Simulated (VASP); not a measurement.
# Ca3Ru (Pm-3m) in VASP: further runs

Runs on Ca3Ru. Level: PBE. Tasks: single point, relaxation of cell and atoms.

All numbers are computed with VASP 6.6.1; they aren't measurements. Logs are shortened: lines on timing, memory, paths and dates and some standing lists are left out, and cuts for length are marked.

### Step 1. The cell of the first run

It takes space group Pm-3m (No. 221, cubic). The conventional cell has a = 4.569 Å, b = 4.569 Å, c = 4.569 Å, α = 90.00°, β = 90.00°, γ = 90.00°. Within 4.3 Å of Ca (site symmetry 4/mmm) lie 8 Ca at 3.23 Å and 4 Ru at 3.23 Å. Ru (site symmetry m-3m) has 12 Ca at 3.23 Å within 4.3 Å.

### Step 2. Single point, PBE

INCAR

```
PREC = Accurate
ENCUT = 520
EDIFF = 1E-6
ISMEAR = 0
SIGMA = 0.1
LREAL = False
LASPH = True
NELM = 80
ALGO = Normal
ISIF = 2
LWAVE = False
LCHARG = False
GGA = PE
NBANDS = 30
```

KPOINTS

```
regular mesh
0
Gamma
  4 4 4
```

POSCAR

```
Ca3Ru
1.0
    4.5692899338      0.0000000000      0.0000000000
    0.0000000000      4.5692899338      0.0000000000
    0.0000000000      0.0000000000      4.5692899338
Ca Ru
3 1
Direct
    0.0000000000      0.5000000000      0.5000000000
    0.5000000000      0.0000000000      0.5000000000
    0.5000000000      0.5000000000      0.0000000000
    0.0000000000      0.0000000000      0.0000000000
```

Potentials or basis: VASP PAW PBE potentials, release 64 (Ca_sv, Ru_pv).

The run is started by

```console
$ cat potpaw_PBE.64/Ca_sv/POTCAR potpaw_PBE.64/Ru_pv/POTCAR > POTCAR
$ mpirun -np 1 vasp_std > vasp.out
```

OUTCAR:

```text
PREC = Accurate
   ENCUT = 520
   EDIFF = 1E-6
   ISMEAR = 0
   LREAL = False
   LASPH = True
   NELM = 80
   ISIF = 2
   GGA = PE

 ion  position               nearest neighbor table
   1  0.000  0.500  0.500-   4 3.23   4 3.23   4 3.23   4 3.23
   2  0.500  0.000  0.500-   4 3.23   4 3.23   4 3.23   4 3.23
   3  0.500  0.500  0.000-   4 3.23   4 3.23   4 3.23   4 3.23
   4  0.000  0.000  0.000-   1 3.23   2 3.23   3 3.23   1 3.23   2 3.23   1 3.23   3 3.23   1 3.23
                             2 3.23   3 3.23   2 3.23   3 3.23

  LATTYP: Found a simple cubic cell.
 ALAT       =     4.5692899338

  Lattice vectors:

 A1 = (   4.5692899338,   0.0000000000,   0.0000000000)
 A2 = (   0.0000000000,   4.5692899338,   0.0000000000)
 A3 = (   0.0000000000,   0.0000000000,   4.5692899338)

Analysis of symmetry for initial positions (statically):
=====================================================================
 Subroutine PRICEL returns:
 Original cell was already a primitive cell.

 Routine SETGRP: Setting up the symmetry group for a
 simple cubic supercell.

 Subroutine GETGRP returns: Found 48 space group operations
 (whereof 48 operations were pure point group operations)
 out of a pool of 48 trial point group operations.

The static configuration has the point symmetry O_h .

Analysis of symmetry for dynamics (positions and initial velocities):
=====================================================================
 Subroutine PRICEL returns:
 Original cell was already a primitive cell.

 Routine SETGRP: Setting up the symmetry group for a
 simple cubic supercell.

 Subroutine GETGRP returns: Found 48 space group operations
 (whereof 48 operations were pure point group operations)
 out of a pool of 48 trial point group operations.

The dynamic configuration has the point symmetry O_h .

 Subroutine INISYM returns: Found 48 space group operations
 (whereof 48 operations are pure point group operations),
 and found     1 'primitive' translations

----------------------------------------------------------------------------------------

                                     Primitive cell

  volume of cell :      95.3995

  direct lattice vectors                    reciprocal lattice vectors
[... 73 lines left out ...]
   LASPH  =      T    aspherical Exc in radial PAW
   ENCUT  =  520.0 eV  38.22 Ry    6.18 a.u.   8.50  8.50  8.50*2*pi/ulx,y,z
   NELM   =     80;   NELMIN=  2; NELMDL= -5     # of ELM steps
   EDIFF  = 0.1E-05   stopping-criterion for ELM
   LREAL  =      F    real-space projection
   EDIFFG = 0.1E-04   stopping-criterion for IOM
   NSW    =      0    number of steps for IOM
   IBRION =     -1    ionic relax: 0-MD 1-quasi-New 2-CG
   NFREE  =      0    steps in history (QN), initial steepest desc. (CG)
   ISIF   =      2    stress and relaxation
   ISYM   =      2    0-nonsym 1-usesym 2-fastsym
   POTIM  = 0.5000    time-step for ionic-motion
   TEBEG  =    0.0;   TEEND  =   0.0 temperature during run
   PSTRESS=    0.0 pullay stress
   NELECT =      44.0000    total number of electrons
   NUPDOWN=      -1.0000    fix difference up-down
   EMIN   =  10.00;   EMAX   =-10.00  energy-range for DOS
   EFERMI =   0.00;   METHOD = LEGACY
   ISMEAR =     0;   SIGMA  =   0.10  broadening in eV -4-tet -1-fermi 0-gaus
   EFERMI_NEDOS =   21; number of points for ismear=-14 and -15
   IALGO  =     38    algorithm
   IMIX   =      4    mixing-type and parameters
     AMIX     =   0.40;   BMIX     =  1.00
     AMIX_MAG =   1.60;   BMIX_MAG =  1.00
  volume/ion in A,a.u.               =      23.85       160.95
  Fermi-wavevector in a.u.,A,eV,Ry     =   1.264864  2.390246 21.767686  1.599880
  Thomas-Fermi vector in A             =   2.398147
   LORBIT       =      0    0 simple, 1 ext, 2 COOP (PROOUT), +10 PAW based schemes
   GGA     = PE    functional components
   LHFCALC =     F    Hartree Fock is set to
   AEXX    =    0.0000 exact exchange contribution
   IVDW    =     0    specifies the selected vdW correction
   LEPSILON=     F    determine dielectric tensor
   LRPA    =     F    only Hartree local field effects (RPA)
 non-spin polarized calculation
 Gauss-broadening in eV      SIGMA  =   0.10
  energy-cutoff  :      520.00
  volume of cell :       95.40
 maximum number of plane-waves:      2612
 NGX is ok and might be reduce to    36
   NGX = 17   NGY = 17   NGZ = 17

 number of electron      44.0000001 magnetization

 Free energy of the ion-electron system (eV)
  ---------------------------------------------------
  ext. energy  EPLUGINS =         0.00000000
  ---------------------------------------------------
  free energy    TOTEN  =       -13.38683579 eV

  energy without entropy =      -13.37916210  energy(sigma->0) =      -13.38299895

 E-fermi :   4.7514     XC(G=0):  -9.9625

 val. band max:        4.6529420924   @ k =   0.5000   0.5000   0.0000
 cond. band min:       4.8344031724   @ k =   0.5000   0.2500   0.0000
 fundamental gap:      0.1814610800
 Fermi energy:         4.7514453557

 k-point     1 :       0.0000    0.0000    0.0000
  band No.  band energies     occupation
      1     -36.4284      2.00000
      2     -36.4284      2.00000
      3     -36.4284      2.00000
      4     -36.1230      2.00000
      5     -35.9687      2.00000
      6     -35.9687      2.00000
[... 319 lines left out ...]
     29       7.8899      0.00000
     30       7.8899      0.00000

------------------------ aborting loop because EDIFF is reached ----------------------------------------

  FORCE on cell =-STRESS in cart. coord.  units (eV):
  Direction    XX          YY          ZZ          XY          YZ          ZX
  --------------------------------------------------------------------------------------
  -------------------------------------------------------------------------------------
  Total        2.7377441      2.7377441      2.7377441      0.0000000     -0.0000000      0.0000000
  in kB       45.9787635     45.9787635     45.9787635      0.0000000     -0.0000000      0.0000000
  external PRESSURE =      45.9787635 kB  Pullay stress =       0.0000000 kB

 VOLUME and BASIS-vectors are now :
 -----------------------------------------------------------------------------
  energy-cutoff  :      520.00
  volume of cell :       95.40
      direct lattice vectors                 reciprocal lattice vectors
     4.569289934  0.000000000  0.000000000     0.218852385  0.000000000  0.000000000
     0.000000000  4.569289934  0.000000000     0.000000000  0.218852385  0.000000000
     0.000000000  0.000000000  4.569289934     0.000000000  0.000000000  0.218852385

 POSITION                                       TOTAL-FORCE (eV/Angst)
 -----------------------------------------------------------------------------------
      0.00000      2.28464      2.28464         0.000000      0.000000      0.000000
      2.28464      0.00000      2.28464         0.000000      0.000000      0.000000
      2.28464      2.28464      0.00000         0.000000      0.000000      0.000000
      0.00000      0.00000      0.00000         0.000000      0.000000      0.000000
 -----------------------------------------------------------------------------------
    total drift:                                0.000000      0.000000      0.000000

  FREE ENERGIE OF THE ION-ELECTRON SYSTEM (eV)
  ---------------------------------------------------
  free  energy   TOTEN  =       -13.3868357916 eV

  energy  without entropy=      -13.3791620986  energy(sigma->0) =      -13.38299895
```

OSZICAR:

```text
N       E                     dE             d eps       ncg     rms          rms(c)
DAV:   1     0.455001729860E+03    0.45500E+03   -0.22765E+04   608   0.144E+03
DAV:   2     0.121127571371E+02   -0.44289E+03   -0.43487E+03   630   0.445E+02
DAV:   3    -0.121493202834E+02   -0.24262E+02   -0.23372E+02  1090   0.828E+01
DAV:   4    -0.137022560070E+02   -0.15529E+01   -0.15469E+01   834   0.174E+01
DAV:   5    -0.137723270497E+02   -0.70071E-01   -0.70058E-01   906   0.329E+00    0.675E+00
DAV:   6    -0.147222382479E+02   -0.94991E+00   -0.13656E+01   684   0.126E+01    0.828E+00
DAV:   7    -0.134307534304E+02    0.12915E+01   -0.47062E+00   666   0.766E+00    0.269E+00
DAV:   8    -0.135132802144E+02   -0.82527E-01   -0.14350E+00   886   0.336E+00    0.352E+00
DAV:   9    -0.133918423714E+02    0.12144E+00   -0.84976E-01   726   0.320E+00    0.647E-01
DAV:  10    -0.133887710753E+02    0.30713E-02   -0.16487E-02   714   0.577E-01    0.408E-01
DAV:  11    -0.133869283343E+02    0.18427E-02   -0.61443E-03   906   0.214E-01    0.126E-01
DAV:  12    -0.133868395079E+02    0.88826E-04   -0.77804E-04   834   0.901E-02    0.292E-02
DAV:  13    -0.133868376530E+02    0.18549E-05   -0.36469E-05   808   0.259E-02    0.140E-02
DAV:  14    -0.133868362330E+02    0.14200E-05   -0.11074E-05   632   0.135E-02    0.217E-03
DAV:  15    -0.133868357916E+02    0.44140E-06   -0.56533E-07   370   0.449E-03
   1 F= -.13386836E+02 E0= -.13382999E+02  d E =-.767369E-02
```

Wall time 24 s (1 thread of AMD EPYC 9R45 (Zen 5), shared host); peak memory 0.18 GiB.

What came out:

```
Free energy            : -13.3868 eV
Pressure               : 4.6 GPa
Band gap on the k mesh : zero (band 22 reaches 5.80 eV, above the bottom of band 23 at 4.64 eV)
```

### Step 3. Single point, PBE

This run uses another cell than the first one, of 26.59 Å³/atom, 1.115 times its volume.

INCAR

```
SYSTEM = Ca3Ru
PREC     = Accurate       ! precision mode
ENCUT    = 520            ! plane-wave cutoff, eV
EDIFF    = 1E-7           ! SCF threshold, eV
ISMEAR   = 0              ! smearing method
SIGMA    = 0.1            ! smearing width, eV
LREAL    = .FALSE.        ! projectors in reciprocal space
LASPH    = .TRUE.         ! aspherical terms in the spheres
NELM     = 100            ! most SCF steps
ALGO     = Normal         ! electronic algorithm
ISIF     = 2              ! what is computed and relaxed
LWAVE    = .FALSE.        ! write WAVECAR
LCHARG   = .FALSE.        ! write CHGCAR
GGA      = PE             ! functional
NBANDS   = 30             ! bands
```

KPOINTS

```
regular mesh
0
G
  4 4 4
  0 0 0
```

POSCAR

```
Ca3Ru
1.0
    4.7377035596      0.0000000000      0.0000000000
    0.0000000000      4.7377035596      0.0000000000
    0.0000000000      0.0000000000      4.7377035596
Ca Ru
3 1
Direct
    0.0000000000      0.5000000000      0.5000000000
    0.5000000000      0.0000000000      0.5000000000
    0.5000000000      0.5000000000      0.0000000000
    0.0000000000      0.0000000000      0.0000000000
```

Potentials or basis: VASP PAW PBE potentials, release 64 (Ca_sv, Ru_pv).

The run is started by

```console
$ cat potpaw_PBE.64/Ca_sv/POTCAR potpaw_PBE.64/Ru_pv/POTCAR > POTCAR
$ mpirun -np 1 vasp_std > vasp.out
```

It took 27 s on 1 thread of AMD EPYC 9R45 (Zen 5), shared host; peak memory 0.18 GiB.

It converged, with:

- Free energy: -13.5323 eV
- Pressure: 0.0 GPa
- Band gap on the k mesh: zero (band 22 reaches 4.70 eV, above the bottom of band 23 at 3.98 eV)

Levels at points of the mesh, in eV from the Fermi level:
| k point | band 20 | band 21 | band 22 | band 23 | band 24 | band 25 |
| --- | --- | --- | --- | --- | --- | --- |
| (0.00, 0.00, 0.00) | -0.99 | -0.99 | -0.99 | 1.84 | 1.84 | 1.84 |
| (0.50, 0.00, 0.00) | -0.68 | -0.68 | -0.12 | -0.05 | 1.17 | 1.17 |
| (0.50, 0.50, 0.00) | -0.66 | -0.66 | -0.51 | -0.10 | 0.08 | 1.30 |
| (0.50, 0.50, 0.50) | -0.23 | -0.23 | 0.63 | 0.94 | 0.94 | 0.94 |

### Step 4. Relaxation of cell and atoms, PBE

INCAR

```
PREC = Accurate ; ENCUT = 600
EDIFF = 1E-6 ; ISMEAR = 0
SIGMA = 0.1 ; LREAL = F
LASPH = T ; NELM = 60
ALGO = Normal ; ISIF = 3
LWAVE = F ; LCHARG = F
GGA = PE ; IBRION = 2
NSW = 90 ; EDIFFG = -0.04
```

KPOINTS

```
Automatic mesh
0
Gamma
  4 4 4
```

POSCAR

```
Ca3Ru
1.0
    4.5692899338      0.0000000000      0.0000000000
    0.0000000000      4.5692899338      0.0000000000
    0.0000000000      0.0000000000      4.5692899338
Ca Ru
3 1
Direct
    0.0000000000      0.5000000000      0.5000000000
    0.5000000000      0.0000000000      0.5000000000
    0.5000000000      0.5000000000      0.0000000000
    0.0000000000      0.0000000000      0.0000000000
```

The run is started by

```console
$ cat potpaw_PBE.64/Ca_sv/POTCAR potpaw_PBE.64/Ru_pv/POTCAR > POTCAR
$ mpirun -np 1 vasp_std > vasp.out
```

Wall time 94 s (1 thread of AMD EPYC 9R45 (Zen 5), shared host); peak memory 0.22 GiB.

Results (log left out):

```
Free energy                            : -13.5295 eV
Relaxed volume                         : 26.61 Å³/atom
Relaxed cell                           : a = 4.739 Å, b = 4.739 Å, c = 4.739 Å, α = 90.00°, β = 90.00°, γ = 90.00°
Space group after relaxing (to 0.05 Å) : Pm-3m (No. 221)
Energy gained by relaxing              : 35.6 meV/atom
Ionic steps                            : 3
Pressure after relaxing                : 0.0 GPa
Band gap on the k mesh                 : zero (band 22 reaches 4.69 eV, above the bottom of band 23 at 3.97 eV)
```

The path:
```csv
step,energy change (eV),largest force (eV/Å),pressure (GPa),volume (Å³)
1,0.0000,0.0000,4.62,95.40
2,-0.1411,0.0000,0.36,105.22
3,-0.1423,0.0000,-0.04,106.45
```

Final structure:
```
CELL_PARAMETERS angstrom
4.73925 0.00000 0.00000
0.00000 4.73925 0.00000
0.00000 0.00000 4.73925
ATOMIC_POSITIONS crystal
Ca 0.00000 0.50000 0.50000
Ca 0.50000 0.00000 0.50000
Ca 0.50000 0.50000 0.00000
Ru 0.00000 0.00000 0.00000
```

Levels at points of the mesh, in eV from the Fermi level:
| k point | band 19 | band 20 | band 21 | band 22 | band 23 | band 24 | band 25 | band 26 |
| --- | --- | --- | --- | --- | --- | --- | --- | --- |
| (0.00, 0.00, 0.00) | -1.33 | -0.99 | -0.99 | -0.99 | 1.84 | 1.84 | 1.84 | 2.53 |
| (0.50, 0.00, 0.00) | -0.73 | -0.68 | -0.68 | -0.12 | -0.05 | 1.17 | 1.17 | 1.46 |
| (0.50, 0.50, 0.00) | -0.99 | -0.65 | -0.65 | -0.51 | -0.10 | 0.08 | 1.30 | 1.39 |
| (0.50, 0.50, 0.50) | -1.58 | -0.23 | -0.23 | 0.62 | 0.93 | 0.93 | 0.93 | 1.17 |

### Step 5. Single point, PBE

This run uses another cell than the first one, of 26.63 Å³/atom, 1.117 times its volume.

INCAR

```
PREC = Accurate
ENCUT = 520
EDIFF = 1E-7
ISMEAR = 0
SIGMA = 0.1
LREAL = F
LASPH = T
NELM = 100
ALGO = Fast
ISIF = 2
LWAVE = F
LCHARG = F
GGA = PE
NBANDS = 30
```

KPOINTS

```
regular mesh
0
Gamma
  10 10 10
```

POSCAR

```
Ca3Ru
1.0
    4.7405789254      0.0000000000      0.0000000000
    0.0000000000      4.7405789254      0.0000000000
    0.0000000000      0.0000000000      4.7405789254
Ca Ru
3 1
Direct
    0.0000000000      0.5000000000      0.5000000000
    0.5000000000      0.0000000000      0.5000000000
    0.5000000000      0.5000000000      0.0000000000
    0.0000000000      0.0000000000      0.0000000000
```

The run is started by

```console
$ cat potpaw_PBE.64/Ca_sv/POTCAR potpaw_PBE.64/Ru_pv/POTCAR > POTCAR
$ mpirun -np 1 vasp_std > vasp.out
```

It took 2.6 min on 1 thread of AMD EPYC 9R45 (Zen 5), shared host; peak memory 0.28 GiB.

It converged, with:

- Free energy: -13.5693 eV
- Pressure: 0.1 GPa
- Band gap on the k mesh: zero (band 22 reaches 4.71 eV, above the bottom of band 23 at 3.88 eV)

Levels at points of the mesh, in eV from the Fermi level:
```tsv
k point	band 18	band 19	band 20	band 21	band 22	band 23	band 24	band 25	band 26	band 27
(0.00, 0.00, 0.00)	-1.60	-1.27	-0.98	-0.98	-0.98	1.88	1.88	1.88	2.57	2.57
(0.50, 0.00, 0.00)	-1.16	-0.74	-0.68	-0.68	-0.14	0.01	1.21	1.21	1.52	2.69
(0.50, 0.50, 0.00)	-0.95	-0.95	-0.66	-0.66	-0.51	-0.12	0.12	1.34	1.45	1.90
(0.50, 0.50, 0.50)	-1.64	-1.55	-0.25	-0.25	0.70	0.97	0.97	0.97	1.20	1.20
```

### Step 6. Relaxation of cell and atoms, PBE

This run uses another cell than the first one, of 26.59 Å³/atom, 1.115 times its volume.

INCAR

```
  PREC = Accurate
  ENCUT = 600
  EDIFF = 1E-6
  ISMEAR = 0
  SIGMA = 0.1
  LREAL = F
  LASPH = T
  NELM = 80
  ALGO = Fast
  ISIF = 3
  LWAVE = F
  LCHARG = F
  GGA = PE
  IBRION = 2
  NSW = 100
  EDIFFG = -0.01
```

KPOINTS

```
Automatic mesh
0
Gamma
  10 10 10
```

POSCAR

```
Ca3Ru
1.0
    4.7377035596      0.0000000000      0.0000000000
    0.0000000000      4.7377035596      0.0000000000
    0.0000000000      0.0000000000      4.7377035596
Ca Ru
3 1
Direct
    0.0000000000      0.5000000000      0.5000000000
    0.5000000000      0.0000000000      0.5000000000
    0.5000000000      0.5000000000      0.0000000000
    0.0000000000      0.0000000000      0.0000000000
```

Potentials or basis: VASP PAW PBE potentials, release 64 (Ca_sv, Ru_pv).

The run is started by

```console
$ cat potpaw_PBE.64/Ca_sv/POTCAR potpaw_PBE.64/Ru_pv/POTCAR > POTCAR
$ mpirun -np 1 vasp_std > vasp.out
```

Run time: 5.1 min. Hardware: 1 thread of AMD EPYC 9R45 (Zen 5), shared host; peak memory 0.33 GiB.

The run converged. Its results:

- Free energy: -13.5693 eV
- Relaxed volume: 26.68 Å³/atom
- Relaxed cell: a = 4.743 Å, b = 4.743 Å, c = 4.743 Å, α = 90.00°, β = 90.00°, γ = 90.00°
- Space group after relaxing (to 0.05 Å): Pm-3m (No. 221)
- Energy gained by relaxing: 0.0 meV/atom
- Ionic steps: 2
- Pressure after relaxing: 0.0 GPa
- Band gap on the k mesh: zero (band 22 reaches 4.69 eV, above the bottom of band 23 at 3.87 eV)

The path:
```tsv
step	energy change (eV)	largest force (eV/Å)	pressure (GPa)	volume (Å³)
1	0.0000	0.0000	0.15	106.34
2	-0.0002	0.0000	-0.01	106.73
```

Final structure:
```
Ca Ru
1.0
     4.74342    0.00000    0.00000
     0.00000    4.74342    0.00000
     0.00000    0.00000    4.74342
Ca Ru
3 1
Direct
  0.00000 0.50000 0.50000
  0.50000 0.00000 0.50000
  0.50000 0.50000 0.00000
  0.00000 0.00000 0.00000
```

Levels at points of the mesh, in eV from the Fermi level:
```tsv
k point	band 20	band 21	band 22	band 23	band 24	band 25
(0.00, 0.00, 0.00)	-0.98	-0.98	-0.98	1.88	1.88	1.88
(0.50, 0.00, 0.00)	-0.68	-0.68	-0.14	0.01	1.21	1.21
(0.50, 0.50, 0.00)	-0.66	-0.66	-0.51	-0.12	0.12	1.34
(0.50, 0.50, 0.50)	-0.25	-0.25	0.69	0.96	0.96	0.96
```

### Step 7. Overview

```tsv
task	cell	k mesh	cutoff (eV)	gap on the mesh (eV)	pressure (GPa)	relaxed volume (Å³/atom)
single point	a = 4.569 Å, 4 atoms	4 × 4 × 4	520	none	4.6	-
single point	a = 4.738 Å, 4 atoms	4 × 4 × 4	520	none	0.0	-
relaxation of cell and atoms	relaxed from a = 4.569 Å, 4 atoms	4 × 4 × 4	600	none	0.0	26.61
single point	a = 4.741 Å, 4 atoms	10 × 10 × 10	520	none	0.1	-
relaxation of cell and atoms	relaxed from a = 4.738 Å, 4 atoms	10 × 10 × 10	600	none	0.0	26.68
```

Alike in all rows: level PBE; potentials or basis VASP PAW PBE potentials, release 64 (Ca_sv, Ru_pv); no spin polarisation; smearing gaussian 0.1 eV.

Total energies depend on the potentials used, so only differences within one code and one set of settings carry meaning.
